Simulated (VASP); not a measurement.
The system is La.

```
La
1.0
     3.59962    0.00000    0.00000
    -1.79981    3.11736    0.00000
     0.00000    0.00000   11.55244
La
4
Direct
  0.00000 0.00000 0.00000
  0.00000 0.00000 0.50000
  0.33333 0.66667 0.75000
  0.66667 0.33333 0.25000
```

Base run:

- Program: VASP 6.6.1
- Functional: LDA
- Potentials or basis: VASP PAW LDA potentials, release 64 (La)
- Cutoff: 520 eV
- k mesh: 10 × 10 × 3
- Occupations: gaussian, width 0.6 eV
- Spin: no spin polarisation

Its results: band gap on the k mesh zero (bands 22 and 23 overlap by 1.14 eV); pressure 0.3 GPa.

Task: The run is repeated on the same cell with these changes: occupations from gaussian, width 0.6 eV to gaussian, width 0.01 eV. What comes out?

Result: Band gap on the k mesh zero (bands 22 and 23 overlap by 1.10 eV); pressure -0.2 GPa.

Caveats: spin-orbit coupling is left out, which moves the levels of the heavy elements; so wide a smearing shifts energies and pressures (at least some runs).
